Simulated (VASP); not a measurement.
Input of a VASP 6.6.1 run:

File INCAR:

```
  PREC = Accurate
  ENCUT = 520
  EDIFF = 1E-7
  ISMEAR = 0
  SIGMA = 0.02
  LREAL = False
  LASPH = True
  NELM = 80
  ALGO = Normal
  ISIF = 2
  LWAVE = False
  LCHARG = False
  GGA = PE
  NBANDS = 26
```

The input KPOINTS:

```
Automatic mesh
0
Gamma
  12 12 6
```

POSCAR

```
GaN
1.0
    3.1799996605      0.0000000000      0.0000000000
   -1.5899998303      2.7539604900      0.0000000000
    0.0000000000      0.0000000000      5.1660000000
Ga N
2 2
Direct
    0.3333333333      0.6666666667      0.0000000000
    0.6666666667      0.3333333333      0.5000000000
    0.3333333333      0.6666666667      0.3750000000
    0.6666666667      0.3333333333      0.9185540070
```

Potentials or basis: VASP PAW PBE potentials, release 64 (Ga_d, N).

Run with:

```bash
$ cat potpaw_PBE.64/Ga_d/POTCAR potpaw_PBE.64/N/POTCAR > POTCAR
$ mpirun -np 1 vasp_std > vasp.out
```

What does it give for the band gap on the k mesh?

1.83 eV, direct.

What does it give for the pressure?

9.6 GPa.

What does it give for the largest force?

2.726 eV/Å.

Forces on the atoms (eV/Å):
```
Ga   0.000  0.000  0.644
Ga   0.000  0.000  0.567
N    0.000  0.000  1.515
N    0.000  0.000 -2.726
```

Caveat: the cell differs from its parent crystal (one atom moved); forces of over 1 eV/Å act on the atoms, so gaps and moduli don't describe the material at rest.
